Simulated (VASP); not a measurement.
Here is a VASP 6.6.1 calculation.

INCAR

```
PREC = Accurate
ENCUT = 520
EDIFF = 1E-6
ISMEAR = -1
SIGMA = 0.05
LREAL = F
LASPH = T
NELM = 80
ALGO = Normal
ISIF = 2
LWAVE = F
LCHARG = T
GGA = PS
LELF = T
LVHAR = T
NBANDS = 42
```

File KPOINTS:

```
Automatic mesh
0
Gamma
  9 9 1
```

Contents of POSCAR:

```
Ta
1.0
    4.6415170996      0.0000000000      0.0000000000
   -2.3207585498      4.0196717203      0.0000000000
    0.0000000000      0.0000000000     20.7372000000
Ta
6
Direct
    0.1666666667      0.3333333333      0.4003032895
    0.5000000000      1.0000000000      0.4355765075
    0.8333333333      0.6666666667      0.4714784872
    0.1666666667      0.3333333333      0.5285214933
    0.5000000000      1.0000000000      0.5644235197
    0.8333333333      0.6666666667      0.5996967025
```

Potentials or basis: VASP PAW PBE potentials, release 64 (Ta_pv).

Launch:

```bash
$ cat potpaw_PBE.64/Ta_pv/POTCAR > POTCAR
$ mpirun -np 1 vasp_std > vasp.out
```

What does it give for the largest force?

0.010 eV/Å.

What does it give for the band gap on the k mesh?

Zero (bands 33 and 34 overlap by 0.11 eV).

Forces in eV/Å, atoms in the order of the input:
```
Ta   0.000  0.000 -0.010
Ta   0.000  0.000 -0.010
Ta   0.000  0.000  0.001
Ta   0.000  0.000 -0.001
Ta   0.000  0.000  0.010
Ta   0.000  0.000  0.010
```

Caveat: there is no dipole correction, which matters where the two faces differ; the PAW data sets were made with another functional, which shifts forces and pressure a little; spin-orbit coupling is left out, which moves the levels of the heavy elements.
